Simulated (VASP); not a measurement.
# Co (P6_3/mmc) in VASP: a series of runs

The runs below take Co through single point, with LDA.

Everything below comes from runs of VASP 6.6.1. Logs are shortened: lines on timing, memory, paths and dates and some standing lists are left out, and cuts for length are marked.

**1. The cell of the first run**

The structure is hexagonal, space group P6_3/mmc (No. 194). The conventional cell has a = 2.429 Å, b = 2.429 Å, c = 3.918 Å, α = 90.00°, β = 90.00°, γ = 120.00°. Within 3.2 Å of Co (site symmetry -6m2) lie 12 Co at 2.41 to 2.43 Å.

**2. Single point, LDA**

Contents of INCAR:

```
SYSTEM = Co
ALGO = Normal ; EDIFF = 1E-6
ENCUT = 600 ; GGA_COMPAT = .False.
ISIF = 2 ; ISMEAR = 0
LASPH = .True. ; LCHARG = .True.
LELF = .True. ; LREAL = .False.
LVHAR = .True. ; LWAVE = .False.
NBANDS = 16 ; NELM = 120
PREC = Accurate ; SIGMA = 0.05
```

Contents of KPOINTS:

```
k-points
0
Gamma
  20 20 12
  0 0 0
```

Contents of POSCAR:

```
Co
1.0
    2.4294142863      0.0000000000      0.0000000000
   -1.2147071432      2.1039344882      0.0000000000
    0.0000000000      0.0000000000      3.9179372431
Co
2
Direct
    0.3333333333      0.6666666667      0.7500000000
    0.6666666667      0.3333333333      0.2500000000
```

Potentials or basis: VASP PAW LDA potentials, release 64 (Co).

On the command line:

```sh
$ cat potpaw_LDA.64/Co/POTCAR > POTCAR
$ mpirun -np 1 vasp_std > vasp.out
```

OUTCAR:

```text
SYSTEM = Co
   EDIFF = 1E-6
   ENCUT = 600
   ISIF = 2
   ISMEAR = 0
   LASPH = .True.
   LREAL = .False.
   NELM = 120
   PREC = Accurate

 ion  position               nearest neighbor table
   1  0.333  0.667  0.750-   2 2.41   2 2.41   2 2.41   2 2.41   2 2.41   2 2.41
   2  0.667  0.333  0.250-   1 2.41   1 2.41   1 2.41   1 2.41   1 2.41   1 2.41

  LATTYP: Found a hexagonal cell.
 ALAT       =     2.4294142863
 C/A-ratio  =     1.6127085714

  Lattice vectors:

 A1 = (   2.4294142863,   0.0000000000,   0.0000000000)
 A2 = (  -1.2147071432,   2.1039344882,   0.0000000000)
 A3 = (   0.0000000000,   0.0000000000,   3.9179372431)

Analysis of symmetry for initial positions (statically):
=====================================================================
 Subroutine PRICEL returns:
 Original cell was already a primitive cell.

 Routine SETGRP: Setting up the symmetry group for a
 hexagonal supercell.

 Subroutine GETGRP returns: Found 24 space group operations
 (whereof 12 operations were pure point group operations)
 out of a pool of 24 trial point group operations.

The static configuration has the point symmetry D_3d.
 The point group associated with its full space group is D_6h.

Analysis of symmetry for dynamics (positions and initial velocities):
=====================================================================
 Subroutine PRICEL returns:
 Original cell was already a primitive cell.

 Routine SETGRP: Setting up the symmetry group for a
 hexagonal supercell.

 Subroutine GETGRP returns: Found 24 space group operations
 (whereof 12 operations were pure point group operations)
 out of a pool of 24 trial point group operations.

The dynamic configuration has the point symmetry D_3d.
 The point group associated with its full space group is D_6h.

 Subroutine INISYM returns: Found 24 space group operations
 (whereof 12 operations are pure point group operations),
 and found     1 'primitive' translations

----------------------------------------------------------------------------------------

                                     Primitive cell

  volume of cell :      20.0259

  direct lattice vectors                    reciprocal lattice vectors
     2.429414286  0.000000000  0.000000000     0.411621849  0.237649985  0.000000000
    -1.214707143  2.103934488  0.000000000     0.000000000  0.475299970  0.000000000
     0.000000000  0.000000000  3.917937243     0.000000000  0.000000000  0.255236350

  length of vectors
     2.429414286  2.429414286  3.917937243     0.475299970  0.475299970  0.255236350

[... 82 lines left out ...]
   EDIFFG = 0.1E-04   stopping-criterion for IOM
   NSW    =      0    number of steps for IOM
   IBRION =     -1    ionic relax: 0-MD 1-quasi-New 2-CG
   NFREE  =      0    steps in history (QN), initial steepest desc. (CG)
   ISIF   =      2    stress and relaxation
   ISYM   =      2    0-nonsym 1-usesym 2-fastsym
   POTIM  = 0.5000    time-step for ionic-motion
   TEBEG  =    0.0;   TEEND  =   0.0 temperature during run
   PSTRESS=    0.0 pullay stress
   NELECT =      18.0000    total number of electrons
   NUPDOWN=      -1.0000    fix difference up-down
   EMIN   =  10.00;   EMAX   =-10.00  energy-range for DOS
   EFERMI =   0.00;   METHOD = LEGACY
   ISMEAR =     0;   SIGMA  =   0.05  broadening in eV -4-tet -1-fermi 0-gaus
   EFERMI_NEDOS =   21; number of points for ismear=-14 and -15
   IALGO  =     38    algorithm
   IMIX   =      4    mixing-type and parameters
     AMIX     =   0.40;   BMIX     =  1.00
     AMIX_MAG =   1.60;   BMIX_MAG =  1.00
  volume/ion in A,a.u.               =      10.01        67.57
  Fermi-wavevector in a.u.,A,eV,Ry     =   1.579921  2.985617 33.962167  2.496149
  Thomas-Fermi vector in A             =   2.680227
   LORBIT       =      0    0 simple, 1 ext, 2 COOP (PROOUT), +10 PAW based schemes
   GGA     = CA    functional components
   LHFCALC =     F    Hartree Fock is set to
   AEXX    =    0.0000 exact exchange contribution
   IVDW    =     0    specifies the selected vdW correction
   LEPSILON=     F    determine dielectric tensor
   LRPA    =     F    only Hartree local field effects (RPA)
 non-spin polarized calculation
 Gauss-broadening in eV      SIGMA  =   0.05
  energy-cutoff  :      600.00
  volume of cell :       20.03
 maximum number of plane-waves:       687
 NGX is ok and might be reduce to    20
   NGX =  9   NGY =  9   NGZ = 15

 number of electron      18.0000004 magnetization

 Free energy of the ion-electron system (eV)
  ---------------------------------------------------
  ext. energy  EPLUGINS =         0.00000000
  ---------------------------------------------------
  free energy    TOTEN  =       -16.04601484 eV

  energy without entropy =      -16.03988410  energy(sigma->0) =      -16.04294947

 E-fermi :  11.1351     XC(G=0): -14.2312

 val. band max:       11.1350709497   @ k =   0.1500   0.0000   0.3333
 cond. band min:      11.1354821221   @ k =   0.3000   0.0500   0.5000
 fundamental gap:      0.0004111725
 Fermi energy:        11.1351132951

 k-point     1 :       0.0000    0.0000    0.0000
  band No.  band energies     occupation
      1       1.8017      2.00000
      2       6.0230      2.00000
      3       9.0937      2.00000
      4       9.1298      2.00000
      5       9.1298      2.00000
      6       9.5154      2.00000
[... 433 lines left out ...]
      3       7.4828      2.00000
      4       8.0316      2.00000
      5       9.0137      2.00000
      6       9.1820      2.00000
[... 8 lines left out ...]
     15      26.6247      0.00000
     16      30.5081      0.00000

 [... further k-points ...]

------------------------ aborting loop because EDIFF is reached ----------------------------------------

  FORCE on cell =-STRESS in cart. coord.  units (eV):
  Direction    XX          YY          ZZ          XY          YZ          ZX
  --------------------------------------------------------------------------------------
  -------------------------------------------------------------------------------------
  Total       -1.5603872     -1.5603872     -1.5932783      0.0000000     -0.0000000      0.0000000
  in kB     -124.8394092   -124.8394092   -127.4708749      0.0000000     -0.0000000      0.0000000
  external PRESSURE =    -125.7165644 kB  Pullay stress =       0.0000000 kB

 VOLUME and BASIS-vectors are now :
 -----------------------------------------------------------------------------
  energy-cutoff  :      600.00
  volume of cell :       20.03
      direct lattice vectors                 reciprocal lattice vectors
     2.429414286  0.000000000  0.000000000     0.411621849  0.237649985  0.000000000
    -1.214707143  2.103934488  0.000000000     0.000000000  0.475299970  0.000000000
     0.000000000  0.000000000  3.917937243     0.000000000  0.000000000  0.255236350

 POSITION                                       TOTAL-FORCE (eV/Angst)
 -----------------------------------------------------------------------------------
     -0.00000      1.40262      2.93845        -0.000000      0.000000      0.000000
      1.21471      0.70131      0.97948         0.000000     -0.000000      0.000000
 -----------------------------------------------------------------------------------
    total drift:                                0.000000     -0.000000     -0.000000

  FREE ENERGIE OF THE ION-ELECTRON SYSTEM (eV)
  ---------------------------------------------------
  free  energy   TOTEN  =       -16.0460148390 eV

  energy  without entropy=      -16.0398840992  energy(sigma->0) =      -16.04294947
```

stdout:

```text
POSCAR found type information on POSCAR Co
 POSCAR found :  1 types and       2 ions
 scaLAPACK will be used
 LDA part: xc-table for (Slater(with rela. corr.)+CA(PZ))
 , standard interpolation
 POSCAR, INCAR and KPOINTS ok, starting setup
 FFT: planning ... GRIDC
 FFT: planning ... GRID_SOFT
 FFT: planning ... GRID
 WAVECAR not read
 entering main loop
```

It took 69 s on 1 thread of Oxide Virtual Turin-like, shared host; peak memory 0.18 GiB.

What came out:

```yaml
Free_energy: -16.0460 eV
Pressure: -12.6 GPa
Band_gap_on_the_k_mesh: zero (bands 9 and 10 overlap by 1.63 eV)
```

Levels at points of the mesh, in eV from the Fermi level:
| k point | band 7 | band 8 | band 9 | band 10 | band 11 | band 12 |
| --- | --- | --- | --- | --- | --- | --- |
| (0.00, 0.00, 0.00) | -1.62 | -1.22 | -1.22 | -0.04 | 0.10 | 0.10 |
| (0.50, 0.00, 0.00) | -1.58 | 0.26 | 0.38 | 0.44 | 2.06 | 4.16 |
| (0.00, 0.00, 0.50) | -2.09 | -2.09 | -0.27 | -0.27 | -0.27 | -0.27 |
| (0.50, 0.00, 0.50) | -0.38 | -0.38 | 0.37 | 0.37 | 1.99 | 1.99 |

Caveat: the cell stands under tension; the run has no spin polarisation, though such a crystal can be magnetic.

**3. Single point, LDA, collinear spin, antiferromagnetic start**

Contents of INCAR:

```
PREC = Accurate
ENCUT = 600
EDIFF = 1E-6
ISMEAR = 0
SIGMA = 0.05
LREAL = False
LASPH = True
NELM = 200
ALGO = Normal
ISIF = 2
LWAVE = False
LCHARG = False
ISPIN = 2
MAGMOM = 1.5 -1.5
LORBIT = 11
LMAXMIX = 4
NBANDS = 20
GGA_COMPAT = False
```

Contents of KPOINTS:

```
regular mesh
0
Gamma
  20 20 12
```

POSCAR is that of step 2.

Potentials or basis: VASP PAW LDA potentials, release 64 (Co).

On the command line:

```sh
$ cat potpaw_LDA.64/Co/POTCAR > POTCAR
$ mpirun -np 1 vasp_std > vasp.out
```

Run time: 5 min. Hardware: 1 thread of Oxide Virtual Turin-like, shared host; peak memory 0.26 GiB.

Results (log left out):

```
Free energy                                           : -16.0460 eV
Pressure                                              : -12.6 GPa
Band gap on the k mesh                                : zero (filled and empty bands overlap)
Net moment                                            : 0.00 μB per cell
Valence electrons inside the program's atomic spheres : Co 8.45
```

Stress tensor (GPa, compression positive):
```
-12.54   0.00   0.00
  0.00 -12.54   0.00
  0.00   0.00 -12.79
```

Levels at points of the mesh, in eV from the Fermi level:
Spin up:
| k point | band 7 | band 8 | band 9 | band 10 | band 11 | band 12 |
| --- | --- | --- | --- | --- | --- | --- |
| (0.00, 0.00, 0.00) | -1.62 | -1.22 | -1.22 | -0.04 | 0.10 | 0.10 |
| (0.50, 0.00, 0.00) | -1.58 | 0.26 | 0.38 | 0.44 | 2.06 | 4.16 |
| (0.00, 0.00, 0.50) | -2.09 | -2.09 | -0.27 | -0.27 | -0.27 | -0.27 |
| (0.50, 0.00, 0.50) | -0.38 | -0.38 | 0.37 | 0.37 | 1.99 | 1.99 |
Spin down:
```tsv
k point	band 6	band 7	band 8	band 9	band 10	band 11	band 12	band 13
(0.00, 0.00, 0.00)	-1.62	-1.62	-1.22	-1.22	-0.04	0.10	0.10	7.58
(0.50, 0.00, 0.00)	-1.98	-1.58	0.26	0.38	0.44	2.06	4.16	10.56
(0.00, 0.00, 0.50)	-2.09	-2.09	-2.09	-0.27	-0.27	-0.27	-0.27	16.24
(0.50, 0.00, 0.50)	-1.08	-0.38	-0.38	0.37	0.37	1.99	1.99	8.42
```

Caveat: the cell stands under tension; the moments typed at the start vanished in this run.

[end of part 1 of 2]
